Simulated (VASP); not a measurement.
# TiNi (P4/mmm) in VASP: further runs, part 2 of 2

VASP 6.6.1. The steps go on from the part before.

## (3) Single point, PBEsol (uniaxial strain along c: +3.0 %)

Contents of INCAR:

```
SYSTEM = TiNi
PREC = Accurate ; ENCUT = 520
EDIFF = 1E-6 ; ISMEAR = 0
SIGMA = 0.1 ; LREAL = .False.
LASPH = .True. ; NELM = 60
ALGO = Fast ; ISIF = 2
LWAVE = .False. ; LCHARG = .False.
GGA = PS ; NBANDS = 18
```

Contents of KPOINTS:

```
Automatic mesh
0
Gamma
  18 18 18
  0 0 0
```

Contents of POSCAR:

```
TiNi
1.0
    2.9485894746      0.0000000000      0.0000000000
    0.0000000000      2.9485894746      0.0000000000
    0.0000000000      0.0000000000      3.0599971374
Ti Ni
1 1
Direct
    0.5000000000      0.5000000000      0.5000000000
    0.0000000000      0.0000000000      0.0000000000
```

Potentials or basis: VASP PAW PBE potentials, release 64 (Ti_sv, Ni).

Started as:

```
cat potpaw_PBE.64/Ti_sv/POTCAR potpaw_PBE.64/Ni/POTCAR > POTCAR
mpirun -np 1 vasp_std > vasp.out
```

OUTCAR:

```text
SYSTEM = TiNi
   PREC = Accurate
   ENCUT = 520
   EDIFF = 1E-6
   ISMEAR = 0
   LREAL = .False.
   LASPH = .True.
   NELM = 60
   ISIF = 2
   GGA = PS

 ion  position               nearest neighbor table
   1  0.500  0.500  0.500-   2 2.59   2 2.59   2 2.59   2 2.59   2 2.59   2 2.59   2 2.59   2 2.59

   2  0.000  0.000  0.000-   1 2.59   1 2.59   1 2.59   1 2.59   1 2.59   1 2.59   1 2.59   1 2.59

  LATTYP: Found a simple tetragonal cell.
 ALAT       =     2.9485894746
 C/A-ratio  =     1.0377833753

  Lattice vectors:

 A1 = (   2.9485894746,   0.0000000000,   0.0000000000)
 A2 = (   0.0000000000,   2.9485894746,   0.0000000000)
 A3 = (   0.0000000000,   0.0000000000,   3.0599971374)

Analysis of symmetry for initial positions (statically):
=====================================================================
 Subroutine PRICEL returns:
 Original cell was already a primitive cell.

 Routine SETGRP: Setting up the symmetry group for a
 simple tetragonal supercell.

 Subroutine GETGRP returns: Found 16 space group operations
 (whereof 16 operations were pure point group operations)
 out of a pool of 16 trial point group operations.

The static configuration has the point symmetry D_4h.

Analysis of symmetry for dynamics (positions and initial velocities):
=====================================================================
 Subroutine PRICEL returns:
 Original cell was already a primitive cell.

 Routine SETGRP: Setting up the symmetry group for a
 simple tetragonal supercell.

 Subroutine GETGRP returns: Found 16 space group operations
 (whereof 16 operations were pure point group operations)
 out of a pool of 16 trial point group operations.

The dynamic configuration has the point symmetry D_4h.

 Subroutine INISYM returns: Found 16 space group operations
 (whereof 16 operations are pure point group operations),
 and found     1 'primitive' translations

----------------------------------------------------------------------------------------

                                     Primitive cell
[... 112 lines left out ...]
  volume/ion in A,a.u.               =      13.30        89.77
  Fermi-wavevector in a.u.,A,eV,Ry     =   1.536618  2.903786 32.125996  2.361194
  Thomas-Fermi vector in A             =   2.643241
   LORBIT       =      0    0 simple, 1 ext, 2 COOP (PROOUT), +10 PAW based schemes
   GGA     = PS    functional components
   LHFCALC =     F    Hartree Fock is set to
   AEXX    =    0.0000 exact exchange contribution
   IVDW    =     0    specifies the selected vdW correction
   LEPSILON=     F    determine dielectric tensor
   LRPA    =     F    only Hartree local field effects (RPA)
 non-spin polarized calculation
 RMM-DIIS sequential band-by-band and
 Gauss-broadening in eV      SIGMA  =   0.10
  energy-cutoff  :      520.00
  volume of cell :       26.60
 maximum number of plane-waves:       739
 NGX is ok and might be reduce to    24
   NGX = 11   NGY = 11   NGZ = 11

 number of electron      22.0000004 magnetization

 Free energy of the ion-electron system (eV)
  ---------------------------------------------------
  ext. energy  EPLUGINS =         0.00000000
  ---------------------------------------------------
  free energy    TOTEN  =       -15.20572811 eV

  energy without entropy =      -15.19278022  energy(sigma->0) =      -15.19925416

 E-fermi :   9.5017     XC(G=0): -12.6788

 val. band max:        9.5003682233   @ k =   0.2222   0.2222   0.3333
 cond. band min:       9.5065210531   @ k =   0.4444   0.1111   0.5000
 fundamental gap:      0.0061528298
 Fermi energy:         9.5016789958

 k-point     1 :       0.0000    0.0000    0.0000
  band No.  band energies     occupation
      1     -47.4272      2.00000
      2     -23.6567      2.00000
      3     -23.5988      2.00000
      4     -23.5988      2.00000
      5       1.6587      2.00000
      6       5.5537      2.00000
[... 481 lines left out ...]
      5       3.8729      2.00000
      6       6.1857      2.00000
[... 10 lines left out ...]
     17      20.6463      0.00000
     18      21.6203      0.00000

 [... further k-points ...]

------------------------ aborting loop because EDIFF is reached ----------------------------------------

  FORCE on cell =-STRESS in cart. coord.  units (eV):
  Direction    XX          YY          ZZ          XY          YZ          ZX
  --------------------------------------------------------------------------------------
  -------------------------------------------------------------------------------------
  Total       -0.4080624     -0.4080624     -0.5501620      0.0000000      0.0000000     -0.0000000
  in kB      -24.5746627    -24.5746627    -33.1322985      0.0000000      0.0000000     -0.0000000
  external PRESSURE =     -27.4272080 kB  Pullay stress =       0.0000000 kB

 VOLUME and BASIS-vectors are now :
 -----------------------------------------------------------------------------
  energy-cutoff  :      520.00
  volume of cell :       26.60
      direct lattice vectors                 reciprocal lattice vectors
     2.948589475  0.000000000  0.000000000     0.339145211  0.000000000  0.000000000
     0.000000000  2.948589475  0.000000000     0.000000000  0.339145211  0.000000000
     0.000000000  0.000000000  3.059997137     0.000000000  0.000000000  0.326797691

 POSITION                                       TOTAL-FORCE (eV/Angst)
 -----------------------------------------------------------------------------------
      1.47429      1.47429      1.53000         0.000000      0.000000      0.000000
      0.00000      0.00000      0.00000         0.000000      0.000000      0.000000
 -----------------------------------------------------------------------------------
    total drift:                                0.000000      0.000000     -0.000000

  FREE ENERGIE OF THE ION-ELECTRON SYSTEM (eV)
  ---------------------------------------------------
  free  energy   TOTEN  =       -15.2057281057 eV

  energy  without entropy=      -15.1927802155  energy(sigma->0) =      -15.19925416
```

OSZICAR:

```text
N       E                     dE             d eps       ncg     rms          rms(c)
DAV:   1     0.171131829268E+03    0.17113E+03   -0.11099E+04 20168   0.161E+03
DAV:   2    -0.327775780218E+01   -0.17441E+03   -0.16985E+03 20112   0.360E+02
DAV:   3    -0.172466050912E+02   -0.13969E+02   -0.13757E+02 30456   0.982E+01
[... 13 lines left out ...]
RMM:  17    -0.152057194390E+02   -0.86369E-05   -0.81876E-05 26669   0.413E-02    0.513E-03
RMM:  18    -0.152057234988E+02   -0.40598E-05   -0.35994E-05 21831   0.300E-02    0.406E-03
RMM:  19    -0.152057260733E+02   -0.25745E-05   -0.25485E-05 20879   0.222E-02    0.603E-03
RMM:  20    -0.152057273002E+02   -0.12270E-05   -0.13461E-05 18876   0.201E-02    0.299E-03
RMM:  21    -0.152057281057E+02   -0.80544E-06   -0.98799E-06 17791   0.162E-02
   1 F= -.15205728E+02 E0= -.15199254E+02  d E =-.129479E-01
```

Run time: 2.2 min. Hardware: 1 thread of Intel Xeon 6975P-C (Granite Rapids), shared host; peak memory 0.37 GiB.

Results:

| Item | Value |
| --- | --- |
| Free energy | -15.2057 eV |
| Pressure | -2.7 GPa |
| Band gap on the k mesh | zero (bands 11 and 12 overlap by 1.90 eV) |

Levels at points of the mesh, in eV from the Fermi level:
| k point | band 7 | band 8 | band 9 | band 10 | band 11 | band 12 | band 13 | band 14 | band 15 | band 16 |
| --- | --- | --- | --- | --- | --- | --- | --- | --- | --- | --- |
| (0.00, 0.00, 0.00) | -3.87 | -2.04 | -2.04 | -1.90 | 0.34 | 0.54 | 2.61 | 2.61 | 2.67 | 7.89 |
| (0.50, 0.00, 0.00) | -2.75 | -2.18 | -2.07 | -1.71 | -0.70 | -0.49 | 0.40 | 0.75 | 2.23 | 4.01 |
| (0.50, 0.50, 0.00) | -2.90 | -2.90 | -1.24 | -0.60 | 0.68 | 0.68 | 1.13 | 2.27 | 2.27 | 3.21 |
| (0.00, 0.00, 0.50) | -2.80 | -2.05 | -2.05 | -1.65 | -0.83 | -0.80 | 0.80 | 0.80 | 2.35 | 3.51 |
| (0.50, 0.00, 0.50) | -2.69 | -2.69 | -1.34 | -0.78 | 0.36 | 0.46 | 0.81 | 2.29 | 2.40 | 3.03 |
| (0.50, 0.50, 0.50) | -2.80 | -2.25 | -2.11 | -2.11 | -1.31 | -1.22 | 3.06 | 3.27 | 6.24 | 8.01 |

Caveat: the cell differs from its parent crystal (uniaxial strain along c: +3.0 %); the PAW data sets were made with another functional, which shifts forces and pressure a little.

## (4) Single point, PBEsol (uniaxial strain along c: +4.5 %)

Contents of INCAR:

```
PREC = Accurate
ENCUT = 520
EDIFF = 1E-6
ISMEAR = 0
SIGMA = 0.1
LREAL = F
LASPH = T
NELM = 60
ALGO = Fast
ISIF = 2
LWAVE = F
LCHARG = F
GGA = PS
NBANDS = 18
```

Contents of KPOINTS:

```
Automatic mesh
0
Gamma
  18 18 18
```

Contents of POSCAR:

```
TiNi
1.0
    2.9374487083      0.0000000000      0.0000000000
    0.0000000000      2.9374487083      0.0000000000
    0.0000000000      0.0000000000      3.1045602025
Ti Ni
1 1
Direct
    0.5000000000      0.5000000000      0.5000000000
    0.0000000000      0.0000000000      0.0000000000
```

Started as:

```
cat potpaw_PBE.64/Ti_sv/POTCAR potpaw_PBE.64/Ni/POTCAR > POTCAR
mpirun -np 1 vasp_std > vasp.out
```

Wall time 2.5 min (1 thread of Intel Xeon 6975P-C (Granite Rapids), shared host); peak memory 0.37 GiB.

It converged, with:

- Free energy: -15.1995 eV
- Pressure: -3.9 GPa
- Band gap on the k mesh: zero (bands 11 and 12 overlap by 1.95 eV)

Stress tensor (GPa, compression positive):
```
-3.37  0.00  0.00
 0.00 -3.37  0.00
 0.00  0.00 -4.97
```

Levels at points of the mesh, in eV from the Fermi level:
```csv
k point,band 8,band 9,band 10,band 11,band 12,band 13,band 14,band 15
"(0.00, 0.00, 0.00)",-2.03,-2.03,-1.83,0.29,0.58,2.59,2.59,2.68
"(0.50, 0.00, 0.00)",-2.19,-2.03,-1.69,-0.67,-0.44,0.29,0.80,2.21
"(0.50, 0.50, 0.00)",-2.93,-1.19,-0.53,0.78,0.78,1.23,2.24,2.24
"(0.00, 0.00, 0.50)",-2.01,-2.01,-1.60,-0.89,-0.86,0.87,0.87,2.38
"(0.50, 0.00, 0.50)",-2.62,-1.36,-0.77,0.30,0.44,0.76,2.26,2.41
"(0.50, 0.50, 0.50)",-2.27,-2.05,-2.05,-1.32,-1.18,2.99,3.30,6.21
```

Caveat: the cell differs from its parent crystal (uniaxial strain along c: +4.5 %); the cell stands under tension; the PAW data sets were made with another functional, which shifts forces and pressure a little.

## (5) The runs side by side

```csv
cell,gap on the mesh (eV),pressure (GPa)
"a = 2.960, b = 2.960, c = 3.015 Å, 2 atoms",none,-1.5
"a = 2.949, b = 2.949, c = 3.060 Å, 2 atoms",none,-2.7
"a = 2.937, b = 2.937, c = 3.105 Å, 2 atoms",none,-3.9
```

Alike in all rows: task single point; level PBEsol; potentials or basis VASP PAW PBE potentials, release 64 (Ti_sv, Ni); no spin polarisation; k mesh 18 × 18 × 18; cutoff (eV) 520; smearing gaussian 0.1 eV.

Caveats: the PAW data sets were made with another functional, which shifts forces and pressure a little; the cell stands under tension (at least some runs).

Absolute energies hang on the potentials; compare differences alone.
